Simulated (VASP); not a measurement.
# C (Fd-3m) in VASP: further runs

C is run at these levels: BLYP+D4, PBE+D3(BJ); tasks: single point.

Everything below comes from runs of VASP 6.6.1. Logs are shortened: lines on timing, memory, paths and dates and some standing lists are left out, and cuts for length are marked.

## Step 1: The cell of the first run

It takes space group Fd-3m (No. 227, cubic). The conventional cell has a = 3.494 Å, b = 3.494 Å, c = 3.494 Å, α = 90.00°, β = 90.00°, γ = 90.00°. C (site symmetry -43m) has 4 C at 1.51 Å within 2.0 Å.

## Step 2: Single point, BLYP+D4

The input, INCAR:

```
AGGAC = 1.0
AGGAX = 1.0
ALDAC = 0.0
ALDAX = 1.0
ALGO = Normal
EDIFF = 1E-6
ENCUT = 520
GGA = B5
ISIF = 2
ISMEAR = -1
IVDW = 13
LASPH = T
LCHARG = F
LREAL = F
LWAVE = F
NBANDS = 11
NELM = 80
PREC = Accurate
SIGMA = 0.05
VDW_A1 = 0.44488865
VDW_A2 = 4.0933009
VDW_S6 = 1.0
VDW_S8 = 2.34076671
```

The input, KPOINTS:

```
k-points
0
Gamma
  13 13 13
```

The input, POSCAR:

```
C
1.0
    0.0000000000      1.7469644787      1.7469644787
    1.7469644787      0.0000000000      1.7469644787
    1.7469644787      1.7469644787      0.0000000000
C
2
Direct
    0.7500000000      0.7500000000      0.7500000000
    0.5000000000      0.5000000000      0.5000000000
```

Potentials or basis: VASP PAW PBE potentials, release 64 (C).

Started as:

```
cat potpaw_PBE.64/C/POTCAR > POTCAR
mpirun -np 1 vasp_std > vasp.out
```

OUTCAR:

```text
EDIFF = 1E-6
   ENCUT = 520
   GGA = B5
   ISIF = 2
   ISMEAR = -1
   IVDW = 13
   LASPH = T
   LREAL = F
   NELM = 80
   PREC = Accurate

 ion  position               nearest neighbor table
   1  0.750  0.750  0.750-   2 1.51   2 1.51   2 1.51   2 1.51
   2  0.500  0.500  0.500-   1 1.51   1 1.51   1 1.51   1 1.51

  LATTYP: Found a face centered cubic cell.
 ALAT       =     3.4939289574

  Lattice vectors:

 A1 = (   0.0000000000,   1.7469644787,   1.7469644787)
 A2 = (   1.7469644787,   0.0000000000,   1.7469644787)
 A3 = (   1.7469644787,   1.7469644787,   0.0000000000)

Analysis of symmetry for initial positions (statically):
=====================================================================
 Subroutine PRICEL returns:
 Original cell was already a primitive cell.

 Routine SETGRP: Setting up the symmetry group for a
 face centered cubic supercell.

 Subroutine GETGRP returns: Found 48 space group operations
 (whereof 24 operations were pure point group operations)
 out of a pool of 48 trial point group operations.

The static configuration has the point symmetry T_d .
 The point group associated with its full space group is O_h .

Analysis of symmetry for dynamics (positions and initial velocities):
=====================================================================
 Subroutine PRICEL returns:
 Original cell was already a primitive cell.

 Routine SETGRP: Setting up the symmetry group for a
 face centered cubic supercell.

 Subroutine GETGRP returns: Found 48 space group operations
 (whereof 24 operations were pure point group operations)
 out of a pool of 48 trial point group operations.

The dynamic configuration has the point symmetry T_d .
 The point group associated with its full space group is O_h .

 Subroutine INISYM returns: Found 48 space group operations
 (whereof 24 operations are pure point group operations),
 and found     1 'primitive' translations

----------------------------------------------------------------------------------------

                                     Primitive cell

  volume of cell :      10.6631

  direct lattice vectors                    reciprocal lattice vectors
     0.000000000  1.746964479  1.746964479    -0.286210742  0.286210742  0.286210742
     1.746964479  0.000000000  1.746964479     0.286210742 -0.286210742  0.286210742
     1.746964479  1.746964479  0.000000000     0.286210742  0.286210742 -0.286210742

[... 89 lines left out ...]
   ISIF   =      2    stress and relaxation
   ISYM   =      2    0-nonsym 1-usesym 2-fastsym
   POTIM  = 0.5000    time-step for ionic-motion
   TEBEG  =    0.0;   TEEND  =   0.0 temperature during run
   PSTRESS=    0.0 pullay stress
   NELECT =       8.0000    total number of electrons
   NUPDOWN=      -1.0000    fix difference up-down
   EMIN   =  10.00;   EMAX   =-10.00  energy-range for DOS
   EFERMI =   0.00;   METHOD = LEGACY
   ISMEAR =    -1;   SIGMA  =   0.05  broadening in eV -4-tet -1-fermi 0-gaus
   EFERMI_NEDOS =   21; number of points for ismear=-14 and -15
   IALGO  =     38    algorithm
   IMIX   =      4    mixing-type and parameters
     AMIX     =   0.40;   BMIX     =  1.00
     AMIX_MAG =   1.60;   BMIX_MAG =  1.00
  volume/ion in A,a.u.               =       5.33        35.98
  Fermi-wavevector in a.u.,A,eV,Ry     =   1.487570  2.811100 30.107851  2.212865
  Thomas-Fermi vector in A             =   2.600714
   LORBIT       =      0    0 simple, 1 ext, 2 COOP (PROOUT), +10 PAW based schemes
   GGA     = B5    functional components
   LHFCALC =     F    Hartree Fock is set to
   AEXX    =    0.0000 exact exchange contribution
   IVDW    =    13    specifies the selected vdW correction
   LEPSILON=     F    determine dielectric tensor
   LRPA    =     F    only Hartree local field effects (RPA)
 non-spin polarized calculation
  energy-cutoff  :      520.00
  volume of cell :       10.66
 maximum number of plane-waves:       299
   NGX =  9   NGY =  9   NGZ =  9

 number of electron       8.0000001 magnetization

 Free energy of the ion-electron system (eV)
  ---------------------------------------------------
  ext. energy  EPLUGINS =         0.00000000
  ---------------------------------------------------
  free energy    TOTEN  =       -16.60410019 eV

  energy without entropy =      -16.60410019  energy(sigma->0) =      -16.60410019

 E-fermi :  11.9130     XC(G=0): -12.8468

 val. band max:       10.9282280720   @ k =   0.0000   0.0000   0.0000
 cond. band min:      15.5546307267   @ k =   0.3846   0.3846   0.0000
 fundamental gap:      4.6264026546
 Fermi energy:        11.9130269483

 k-point     1 :       0.0000    0.0000    0.0000
  band No.  band energies     occupation
      1     -11.0981      2.00000
      2      10.9282      2.00000
      3      10.9282      2.00000
      4      10.9282      2.00000
      5      16.8554      0.00000
      6      16.8554      0.00000
      7      16.8554      0.00000
      8      25.8419      0.00000
      9      31.5733      0.00000
     10      38.5487      0.00000
     11      38.5487      0.00000
[... 309 lines left out ...]
 k-point    24 :       0.4615    0.1538    0.0000
  band No.  band energies     occupation
      1      -5.8935      2.00000
      2      -0.5987      2.00000
      3       6.3966      2.00000
      4       6.8751      2.00000
      5      18.5282      0.00000
      6      22.0726      0.00000
      7      22.7504      0.00000
      8      25.6770      0.00000
      9      32.5863      0.00000
     10      35.5143      0.00000
     11      39.2332      0.00000

 [... further k-points ...]

------------------------ aborting loop because EDIFF is reached ----------------------------------------

  DFT-D4 for vdW energy calculation

  Edisp (eV):   -0.87820

  FORCE on cell =-STRESS in cart. coord.  units (eV):
  Direction    XX          YY          ZZ          XY          YZ          ZX
  --------------------------------------------------------------------------------------
  -------------------------------------------------------------------------------------
  Total       2.06434     2.06434     2.06434     0.00000     0.00000    -0.00000
  in kB     310.17692   310.17692   310.17692     0.00000     0.00000    -0.00000
  external pressure =      310.18 kB  Pullay stress =        0.00 kB

 VOLUME and BASIS-vectors are now :
 -----------------------------------------------------------------------------
  energy-cutoff  :      520.00
  volume of cell :       10.66
      direct lattice vectors                 reciprocal lattice vectors
     0.000000000  1.746964479  1.746964479    -0.286210742  0.286210742  0.286210742
     1.746964479  0.000000000  1.746964479     0.286210742 -0.286210742  0.286210742
     1.746964479  1.746964479  0.000000000     0.286210742  0.286210742 -0.286210742

 POSITION                                       TOTAL-FORCE (eV/Angst)
 -----------------------------------------------------------------------------------
      2.62045      2.62045      2.62045        -0.000000     -0.000000     -0.000000
      1.74696      1.74696      1.74696         0.000000      0.000000      0.000000
 -----------------------------------------------------------------------------------
    total drift:                                0.000000     -0.000000      0.000000

  FREE ENERGIE OF THE ION-ELECTRON SYSTEM (eV)
  ---------------------------------------------------
  free  energy   TOTEN  =       -17.4823041194 eV

  energy  without entropy=      -17.4823041194  energy(sigma->0) =      -17.48230412
```

Run time: 11 s. Hardware: 1 thread of AMD EPYC 9R45 (Zen 5), shared host; peak memory 0.09 GiB.

Results:

```yaml
Free_energy: -17.4823 eV
Pressure: 31.0 GPa
Band_gap_on_the_k_mesh: 4.63 eV, indirect (least direct gap 5.93 eV)
Dispersion_energy_per_atom: -0.439 eV
```

Levels at points of the mesh, in eV from the valence-band top:
| k point | band 1 | band 2 | band 3 | band 4 | band 5 | band 6 | band 7 | band 8 |
| --- | --- | --- | --- | --- | --- | --- | --- | --- |
| (0.00, 0.00, 0.00) | -22.03 | 0.00 | 0.00 | 0.00 | 5.93 | 5.93 | 5.93 | 14.91 |

Caveat: the PAW data sets were made with another functional, which shifts forces and pressure a little.

## Step 3: Single point, BLYP+D4

This run uses another cell than the first one, of 5.44 Å³/atom, 1.021 times its volume.

The input, INCAR:

```
SYSTEM = C
PREC = Accurate
ENCUT = 520
EDIFF = 1E-6
ISMEAR = -1
SIGMA = 0.05
LREAL = .False.
LASPH = .True.
NELM = 100
ALGO = Normal
ISIF = 2
LWAVE = .False.
LCHARG = .False.
GGA = B5
ALDAX = 1.0
AGGAX = 1.0
AGGAC = 1.0
ALDAC = 0.0
IVDW = 13
VDW_S6 = 1.0
VDW_S8 = 2.34076671
VDW_A1 = 0.44488865
VDW_A2 = 4.0933009
NBANDS = 11
```

The input, KPOINTS:

```
regular mesh
0
Gamma
  13 13 13
  0 0 0
```

The input, POSCAR:

```
C
1.0
    0.0000000000      1.7592674508      1.7592674508
    1.7592674508      0.0000000000      1.7592674508
    1.7592674508      1.7592674508      0.0000000000
C
2
Direct
    0.7500000000      0.7500000000      0.7500000000
    0.5000000000      0.5000000000      0.5000000000
```

Potentials or basis: VASP PAW PBE potentials, release 64 (C).

Started as:

```
cat potpaw_PBE.64/C/POTCAR > POTCAR
mpirun -np 1 vasp_std > vasp.out
```

Run time: 12 s. Hardware: 1 thread of AMD EPYC 9R45 (Zen 5), shared host; peak memory 0.09 GiB.

Results (log left out):

```yaml
Free_energy: -17.5187 eV
Pressure: 20.1 GPa
Band_gap_on_the_k_mesh: 4.57 eV, indirect (least direct gap 5.86 eV)
Dispersion_energy_per_atom: -0.431 eV
```

Levels at points of the mesh, in eV from the valence-band top:
```csv
k point,band 1,band 2,band 3,band 4,band 5,band 6,band 7,band 8
"(0.00, 0.00, 0.00)",-21.74,0.00,0.00,0.00,5.86,5.86,5.86,14.41
```

Caveat: the PAW data sets were made with another functional, which shifts forces and pressure a little.

## Step 4: Single point, PBE+D3(BJ)

This run uses another cell than the first one, of 5.56 Å³/atom, 1.043 times its volume.

The input, INCAR:

```
SYSTEM = C
PREC = Accurate
ENCUT = 520
EDIFF = 1E-6
ISMEAR = -1
SIGMA = 0.05
LREAL = .False.
LASPH = .True.
NELM = 80
ALGO = Normal
ISIF = 2
LWAVE = .False.
LCHARG = .False.
GGA = PE
IVDW = 12
NBANDS = 11
```

KPOINTS is that of step 3.

The input, POSCAR:

```
C
1.0
    0.0000000000      1.7714007132      1.7714007132
    1.7714007132      0.0000000000      1.7714007132
    1.7714007132      1.7714007132      0.0000000000
C
2
Direct
    0.7500000000      0.7500000000      0.7500000000
    0.5000000000      0.5000000000      0.5000000000
```

Started as:

```
cat potpaw_PBE.64/C/POTCAR > POTCAR
mpirun -np 1 vasp_std > vasp.out
```

It took 6 s on 1 thread of AMD EPYC 9R45 (Zen 5), shared host; peak memory 0.1 GiB.

It converged, with:

- Free energy: -18.5654 eV
- Pressure: 6.1 GPa
- Band gap on the k mesh: 4.19 eV, indirect (least direct gap 5.65 eV)
- Dispersion energy per atom: -0.195 eV

Levels at points of the mesh, in eV from the valence-band top:
| k point | band 1 | band 2 | band 3 | band 4 | band 5 | band 6 | band 7 | band 8 |
| --- | --- | --- | --- | --- | --- | --- | --- | --- |
| (0.00, 0.00, 0.00) | -21.75 | 0.00 | 0.00 | 0.00 | 5.65 | 5.65 | 5.65 | 13.80 |

## Step 5: The runs side by side

```csv
level,cell,gap on the mesh (eV),pressure (GPa)
BLYP+D4,"a = 2.471 Å, angles 60.0°, 2 atoms",4.63,31.0
BLYP+D4,"a = 2.488 Å, angles 60.0°, 2 atoms",4.57,20.1
PBE+D3(BJ),"a = 2.505 Å, angles 60.0°, 2 atoms",4.19,6.1
```

Alike in all rows: task single point; potentials or basis VASP PAW PBE potentials, release 64 (C); no spin polarisation; k mesh 13 × 13 × 13; cutoff (eV) 520; smearing fermi-dirac 0.05 eV.

Caveats: the PAW data sets were made with another functional, which shifts forces and pressure a little (some runs).

Absolute energies hang on the potentials; compare differences alone.
